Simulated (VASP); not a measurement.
Runs of VASP 6.6.1 on BeS5. The structure is that of space group P4/mmm (No. 123), or close to it. The cells are those of the table. The cell was built from a structure type or drawn by symmetry, and may not be a known phase.

```tsv
task	cell	k mesh	cutoff (eV)	gap on the mesh (eV)	pressure (GPa)	relaxed volume (Å³/atom)	largest force (eV/Å)
relaxation of cell and atoms	relaxed from a = 6.445, b = 6.445, c = 3.322 Å, 6 atoms	4 × 4 × 6	600	none	0.1	22.43	0.02
relaxation of cell and atoms	relaxed from a = 6.470, b = 6.470, c = 3.226 Å, 6 atoms	6 × 6 × 12	600	none	0.0	(a)	0.01
single point	a = 6.445, b = 6.445, c = 3.322 Å, 6 atoms	4 × 4 × 4	520	none	-0.3	-	0.18
single point	a = 6.470, b = 6.470, c = 3.226 Å, 6 atoms	4 × 4 × 6	520	none	-0.3	-	0.18
single point	a = 6.451, b = 6.451, c = 3.280 Å, 6 atoms	6 × 6 × 12	520	none	-0.3	-	0.18
relaxation of cell and atoms	relaxed from a = 6.072, b = 6.072, c = 4.065 Å, 6 atoms	4 × 4 × 4	600	none	0.1	23.38	0.02
single point	a = 6.072, b = 6.072, c = 4.065 Å, 6 atoms	4 × 4 × 4	520	none	2.0	-	1.64
```

Alike in all rows: level PBE; potentials or basis VASP PAW PBE potentials, release 64 (Be, S); no spin polarisation; smearing gaussian 0.1 eV.

**Question.** Estimate the missing entries.

**Answer.** (a) 22.76.

Caveats: some runs use coarse meshes; semilocal functionals underestimate gaps, so a narrow gap can read as zero (at least some runs); a cell axis changed by over 15 % at a fixed basis, so the end point is rough (at least some runs); forces of over 1 eV/Å act on the atoms, so gaps and moduli don't describe the material at rest (at least some runs).

A gap of «none» marks levels without a gap at the run's occupations.
